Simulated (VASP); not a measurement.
# AgCl in VASP: further runs, part 3 of 3

VASP 6.6.1. The steps go on from the part before.

## (5) Electric field gradients, PBEsol (equal xy, yz and zx shear strains of +2 %)

File INCAR:

```
SYSTEM = AgCl
PREC = Accurate
ENCUT = 520
EDIFF = 1E-8
ISMEAR = -1
SIGMA = 0.01
LREAL = .FALSE.
LASPH = .TRUE.
NELM = 80
ALGO = Normal
ISIF = 2
LWAVE = .FALSE.
LCHARG = .FALSE.
GGA = PS
LEFG = .TRUE.
NBANDS = 16
```

File KPOINTS:

```
regular mesh
0
G
  9 9 9
  0 0 0
```

File POSCAR:

```
AgCl
1.0
    3.4339730000      0.0343397300      0.0343397300
    0.0343397300      3.4339730000      0.0343397300
    0.0343397300      0.0343397300      3.4339730000
Ag Cl
1 1
Direct
    0.0000000000      0.0000000000      0.0000000000
    0.5000000000      0.5000000000      0.5000000000
```

Potentials or basis: VASP PAW PBE potentials, release 64 (Ag, Cl).

Started as:

```
$ cat potpaw_PBE.64/Ag/POTCAR potpaw_PBE.64/Cl/POTCAR > POTCAR
$ mpirun -np 1 vasp_std > vasp.out
```

OUTCAR:

```text
SYSTEM = AgCl
   PREC = Accurate
   ENCUT = 520
   EDIFF = 1E-8
   ISMEAR = -1
   LREAL = .FALSE.
   LASPH = .TRUE.
   NELM = 80
   ISIF = 2
   GGA = PS

 ion  position               nearest neighbor table
   1  0.000  0.000  0.000-   2 2.95   2 2.95   2 2.95   2 2.95   2 2.95   2 2.95   2 3.03   2 3.03

   2  0.500  0.500  0.500-   1 2.95   1 2.95   1 2.95   1 2.95   1 2.95   1 2.95   1 3.03   1 3.03

  LATTYP: Found a trigonal (rhomboedric) cell.
 ALAT       =     3.4343163801
 COS(alpha) =     0.0200959808

  Lattice vectors:

 A1 = (   3.4339730000,   0.0343397300,   0.0343397300)
 A2 = (   0.0343397300,   3.4339730000,   0.0343397300)
 A3 = (   0.0343397300,   0.0343397300,   3.4339730000)

Analysis of symmetry for initial positions (statically):
=====================================================================
 Subroutine PRICEL returns:
 Original cell was already a primitive cell.

 Routine SETGRP: Setting up the symmetry group for a
 trigonal (rhombohedral) supercell.

 Subroutine GETGRP returns: Found 12 space group operations
 (whereof 12 operations were pure point group operations)
 out of a pool of 12 trial point group operations.

The static configuration has the point symmetry D_3d.

Analysis of symmetry for dynamics (positions and initial velocities):
=====================================================================
 Subroutine PRICEL returns:
 Original cell was already a primitive cell.

 Routine SETGRP: Setting up the symmetry group for a
 trigonal (rhombohedral) supercell.

 Subroutine GETGRP returns: Found 12 space group operations
 (whereof 12 operations were pure point group operations)
 out of a pool of 12 trial point group operations.

The dynamic configuration has the point symmetry D_3d.

 Subroutine INISYM returns: Found 12 space group operations
 (whereof 12 operations are pure point group operations),
 and found     1 'primitive' translations

----------------------------------------------------------------------------------------

                                     Primitive cell

  volume of cell :      40.4819

  direct lattice vectors                    reciprocal lattice vectors
     3.433973000  0.034339730  0.034339730     0.291265557 -0.002883817 -0.002883817
     0.034339730  3.433973000  0.034339730    -0.002883817  0.291265557 -0.002883817
     0.034339730  0.034339730  3.433973000    -0.002883817 -0.002883817  0.291265557

  length of vectors
     3.434316380  3.434316380  3.434316380     0.291294108  0.291294108  0.291294108

  position of ions in fractional coordinates (direct lattice)
     0.000000000  0.000000000  0.000000000
     0.500000000  0.500000000  0.500000000

  ion indices of the primitive-cell ions
   primitive index   ion index
                 1           1
                 2           2

----------------------------------------------------------------------------------------
[... 76 lines left out ...]
   ISIF   =      2    stress and relaxation
   ISYM   =      2    0-nonsym 1-usesym 2-fastsym
   POTIM  = 0.5000    time-step for ionic-motion
   TEBEG  =    0.0;   TEEND  =   0.0 temperature during run
   PSTRESS=    0.0 pullay stress
   NELECT =      18.0000    total number of electrons
   NUPDOWN=      -1.0000    fix difference up-down
   EMIN   =  10.00;   EMAX   =-10.00  energy-range for DOS
   EFERMI =   0.00;   METHOD = LEGACY
   ISMEAR =    -1;   SIGMA  =   0.01  broadening in eV -4-tet -1-fermi 0-gaus
   EFERMI_NEDOS =   21; number of points for ismear=-14 and -15
   IALGO  =     38    algorithm
   IMIX   =      4    mixing-type and parameters
     AMIX     =   0.40;   BMIX     =  1.00
     AMIX_MAG =   1.60;   BMIX_MAG =  1.00
  volume/ion in A,a.u.               =      20.24       136.59
  Fermi-wavevector in a.u.,A,eV,Ry     =   1.249526  2.361262 21.242981  1.561315
  Thomas-Fermi vector in A             =   2.383562
   LORBIT       =      0    0 simple, 1 ext, 2 COOP (PROOUT), +10 PAW based schemes
   GGA     = PS    functional components
   LHFCALC =     F    Hartree Fock is set to
   AEXX    =    0.0000 exact exchange contribution
   IVDW    =     0    specifies the selected vdW correction
   LEPSILON=     F    determine dielectric tensor
   LRPA    =     F    only Hartree local field effects (RPA)
 non-spin polarized calculation
  energy-cutoff  :      520.00
  volume of cell :       40.48
 maximum number of plane-waves:      1102
 NGX is ok and might be reduce to    28
   NGX = 13   NGY = 13   NGZ = 13

 number of electron      18.0000003 magnetization

 Free energy of the ion-electron system (eV)
  ---------------------------------------------------
  ext. energy  EPLUGINS =         0.00000000
  ---------------------------------------------------
  free energy    TOTEN  =        -5.76738808 eV

  energy without entropy =       -5.76738808  energy(sigma->0) =       -5.76738808

 E-fermi :   4.0084     XC(G=0): -10.6184

 val. band max:        3.8184088491   @ k =   0.4444  -0.0000   0.0000
 cond. band min:       4.2099381603   @ k =   0.0000   0.0000   0.0000
 fundamental gap:      0.3915293112
 Fermi energy:         4.0083892226

 k-point     1 :       0.0000    0.0000    0.0000
  band No.  band energies     occupation
      1     -10.7832      2.00000
      2       1.0378      2.00000
      3       1.0378      2.00000
      4       1.9833      2.00000
      5       1.9833      2.00000
      6       2.0121      2.00000
[... 433 lines left out ...]
      3       0.2014      2.00000
      4       1.3135      2.00000
      5       1.6444      2.00000
      6       1.7083      2.00000
[... 8 lines left out ...]
     15      17.5636      0.00000
     16      19.5867      0.00000

 [... further k-points ...]

------------------------ aborting loop because EDIFF is reached ----------------------------------------

  FORCE on cell =-STRESS in cart. coord.  units (eV):
  Direction    XX          YY          ZZ          XY          YZ          ZX
  --------------------------------------------------------------------------------------
  -------------------------------------------------------------------------------------
  Total       -1.1766524     -1.1766524     -1.1766524      0.0763177      0.0763177      0.0763177
  in kB      -46.5690699    -46.5690699    -46.5690699      3.0204720      3.0204720      3.0204720
  external PRESSURE =     -46.5690699 kB  Pullay stress =       0.0000000 kB

 VOLUME and BASIS-vectors are now :
 -----------------------------------------------------------------------------
  energy-cutoff  :      520.00
  volume of cell :       40.48
      direct lattice vectors                 reciprocal lattice vectors
     3.433973000  0.034339730  0.034339730     0.291265557 -0.002883817 -0.002883817
     0.034339730  3.433973000  0.034339730    -0.002883817  0.291265557 -0.002883817
     0.034339730  0.034339730  3.433973000    -0.002883817 -0.002883817  0.291265557

 POSITION                                       TOTAL-FORCE (eV/Angst)
 -----------------------------------------------------------------------------------
      0.00000      0.00000      0.00000         0.000000      0.000000     -0.000000
      1.75133      1.75133      1.75133        -0.000000     -0.000000      0.000000
 -----------------------------------------------------------------------------------
    total drift:                               -0.000000      0.000000      0.000000

  FREE ENERGIE OF THE ION-ELECTRON SYSTEM (eV)
  ---------------------------------------------------
  free  energy   TOTEN  =        -5.7673880799 eV

  energy  without entropy=       -5.7673880799  energy(sigma->0) =       -5.76738808

 Electric field gradients (V/A^2)
---------------------------------------------------------------------
 ion       V_xx      V_yy      V_zz      V_xy      V_xz      V_yz
---------------------------------------------------------------------
   1       0.000     0.000     0.000     4.048     4.048     4.048
   2      -0.000    -0.000     0.000    -6.661    -6.661    -6.661
---------------------------------------------------------------------

 Electric field gradients after diagonalization (V/A^2)
 (convention: |V_zz| > |V_xx| > |V_yy|)
----------------------------------------------------------------------
 ion       V_xx      V_yy      V_zz     asymmetry (V_yy - V_xx)/ V_zz
----------------------------------------------------------------------
   1      -4.048    -4.048     8.096       0.000
   2       6.661     6.661   -13.322       0.000
----------------------------------------------------------------------

           NMR quadrupolar parameters

 Cq : quadrupolar parameter    Cq=e*Q*V_zz/h
 eta: asymmetry parameters     (V_yy - V_xx)/ V_zz
 Q  : nuclear electric quadrupole moment in mb (millibarn)
----------------------------------------------------------------------
 ion       Cq(MHz)       eta       Q (mb)
----------------------------------------------------------------------
   1       0.020       0.000       1.000
   2      -0.032       0.000       1.000
----------------------------------------------------------------------
```

OSZICAR:

```text
N       E                     dE             d eps       ncg     rms          rms(c)
DAV:   1     0.986368157327E+02    0.98637E+02   -0.86660E+03  2768   0.102E+03
DAV:   2    -0.250840073127E+01   -0.10115E+03   -0.92396E+02  3440   0.222E+02
DAV:   3    -0.602223418041E+01   -0.35138E+01   -0.35058E+01  3264   0.437E+01
DAV:   4    -0.604483461368E+01   -0.22600E-01   -0.22599E-01  3512   0.382E+00
DAV:   5    -0.604510604690E+01   -0.27143E-03   -0.27143E-03  3280   0.409E-01    0.577E+00
DAV:   6    -0.577779635970E+01    0.26731E+00   -0.42283E-01  3376   0.925E+00    0.385E+00
DAV:   7    -0.577168219358E+01    0.61142E-02   -0.10181E-01  2880   0.209E+00    0.202E+00
DAV:   8    -0.576766501951E+01    0.40172E-02   -0.71748E-03  3464   0.828E-01    0.358E-01
DAV:   9    -0.576735903132E+01    0.30599E-03   -0.59373E-04  3520   0.395E-01    0.787E-02
DAV:  10    -0.576738665291E+01   -0.27622E-04   -0.10041E-04  3184   0.978E-02    0.332E-02
DAV:  11    -0.576738815582E+01   -0.15029E-05   -0.13016E-06  3544   0.948E-03    0.206E-03
DAV:  12    -0.576738809873E+01    0.57088E-07   -0.10952E-07  3432   0.322E-03    0.241E-03
DAV:  13    -0.576738810944E+01   -0.10704E-07   -0.35412E-08  3040   0.152E-03    0.703E-04
DAV:  14    -0.576738808411E+01    0.25330E-07   -0.26745E-09  1744   0.375E-04    0.259E-04
DAV:  15    -0.576738807987E+01    0.42367E-08   -0.55693E-10  1648   0.235E-04
   1 F= -.57673881E+01 E0= -.57673881E+01  d E =-.196942E-10
```

Run time: 56 s. Hardware: 1 thread of Intel Xeon Platinum 8175M at 2.50GHz (Skylake/Cascade Lake), shared host; peak memory 0.19 GiB.

What came out:

```yaml
Free_energy: -5.7674 eV
Pressure: -4.7 GPa
Band_gap_on_the_k_mesh: 0.39 eV (least direct gap 1.86 eV)
Largest_electric_field_gradient_by_atom: Ag +8.1; Cl -13.3 V/Å²
```

Levels at points of the mesh, in eV from the valence-band top:
```
           k point  band 5  band 6  band 7  band 8  band 9  band 10  band 11  band 12  band 13  band 14
(0.00, 0.00, 0.00)   -1.84   -1.81   -1.60   -1.60   -1.46     0.39     9.28     9.28    13.21    13.60
```

Electric field gradients, principal values (V/Å²):
```
atom   least  middle  greatest (by size)
1 Ag  -4.048  -4.048               8.096
2 Cl   6.661   6.661             -13.322
```

Caveat: the cell differs from its parent crystal (equal xy, yz and zx shear strains of +2 %); the cell stands under tension; without QUAD_EFG the Cq values of the log hold for a quadrupole moment of 1 mb, not for the nuclei; the PAW data sets were made with another functional, which shifts forces and pressure a little; an odd mesh through Γ misses points on the zone boundary, where band edges can lie.

## (6) Overview

| cell | gap on the mesh (eV) | pressure (GPa) |
| --- | --- | --- |
| a = 3.537, b = 3.537, c = 3.434 Å, 2 atoms | 0.39 | -6.5 |
| a = 3.435 Å, angles 91.7°, 2 atoms | 0.36 | -4.6 |
| a = 3.434 Å, angles 90.6°, 2 atoms | 0.41 | -4.7 |
| a = 3.434 Å, angles 88.8°, 2 atoms | 0.39 | -4.7 |

Alike in all rows: task electric field gradients; level PBEsol; potentials or basis VASP PAW PBE potentials, release 64 (Ag, Cl); no spin polarisation; k mesh 9 × 9 × 9; cutoff (eV) 520; smearing fermi-dirac 0.01 eV.

Caveats: the cell stands under tension; the PAW data sets were made with another functional, which shifts forces and pressure a little; an odd mesh through Γ misses points on the zone boundary, where band edges can lie.

Total energies depend on the potentials used, so only differences within one code and one set of settings carry meaning.
